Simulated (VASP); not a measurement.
Here is a VASP 6.6.1 calculation.

The input INCAR:

```
PREC = Accurate
ENCUT = 500
EDIFF = 1E-6
ISMEAR = 0
SIGMA = 0.1
LREAL = False
LASPH = True
NELM = 120
ALGO = Normal
ISIF = 2
LWAVE = False
LCHARG = False
GGA = PS
NBANDS = 18
GGA_COMPAT = False
```

Contents of KPOINTS:

```
Automatic mesh
0
Gamma
  6 6 4
```

File POSCAR:

```
Au
1.0
    2.8999984104      0.0000000000      0.0000000000
   -1.4499992052      2.5114722944      0.0000000000
    0.0000000000      0.0000000000      4.8800000000
Au
2
Direct
    0.3333333333      0.6666666667      0.7500000000
    0.6666666667      0.3333333333      0.2500000000
```

Potentials or basis: VASP PAW PBE potentials, release 64 (Au).

Command:

```sh
$ cat potpaw_PBE.64/Au/POTCAR > POTCAR
$ mpirun -np 1 vasp_std > vasp.out
```

Problem. Predict the band gap on the k mesh.

Solution. Zero (band 11 reaches 12.65 eV, above the bottom of band 12 at 6.03 eV).

Problem. Predict the pressure.

Solution. -6.0 GPa.

Stress tensor (GPa, compression positive):
```
 -3.89   0.00   0.00
  0.00  -3.89   0.00
  0.00   0.00 -10.09
```

Caveat: the k points lie up to 0.42 Å⁻¹ apart; the PAW data sets were made with another functional, which shifts forces and pressure a little; spin-orbit coupling is left out, which moves the levels of the heavy elements.
